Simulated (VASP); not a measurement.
# Rb: single point with LDA

Rb:

```
CELL_PARAMETERS angstrom
7.68412 0.00000 0.00000
-3.84206 6.65464 0.00000
0.00000 0.00000 4.59258
ATOMIC_POSITIONS crystal
Rb 0.00000 0.00000 0.00000
Rb 0.33333 0.66667 0.50000
Rb 0.66667 0.33333 0.50000
```

```
Program             : VASP 6.6.1
Task                : single point
Functional          : LDA
Potentials or basis : VASP PAW LDA potentials, release 64 (Rb_sv)
Cutoff              : 520 eV
k mesh              : 5 × 5 × 7
Occupations         : fermi-dirac, width 0.1 eV
Spin                : no spin polarisation
```

```
Pressure : 0.0 GPa
```

Levels at points of the mesh, in eV from the Fermi level:
```tsv
k point	band 10	band 11	band 12	band 13	band 14	band 15	band 16	band 17
(0.00, 0.00, 0.00)	-12.78	-12.78	-12.75	-2.18	1.10	1.16	1.16	1.18
```

It took 55 s on 1 thread of AMD EPYC 9R45 96-Core Processor (Zen 5), on a shared host, peak memory 0.26 GiB.
